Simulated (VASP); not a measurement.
Runs of VASP 6.6.1 on Zn. The structure is that of space group Fm-3m (No. 225), or close to it. The cells are those of the table. This isn't the form of Zn at room conditions, which is hcp.

```csv
task,cell,cutoff (eV),gap on the mesh (eV),pressure (GPa),relaxed volume (Å³/atom)
relaxation of cell and atoms,"relaxed from a = 2.786 Å, angles 60.0°, 1 atom",500,none,0.0,(a)
single point,"a = 2.673 Å, angles 60.0°, 1 atom",520,none,0.8,-
relaxation of cell and atoms,"relaxed from a = 2.673 Å, angles 60.0°, 1 atom",600,none,0.0,13.60
single point,"a = 2.673 Å, angles 60.0°, 1 atom",500,none,0.8,-
```

Alike in all rows: level LDA; potentials or basis VASP PAW LDA potentials, release 64 (Zn); no spin polarisation; k mesh 18 × 18 × 18; smearing methfessel-paxton 0.1 eV.

Question: Estimate the missing entries.

Answer: (a) 13.57.

A gap of «none» marks levels without a gap at the run's occupations.
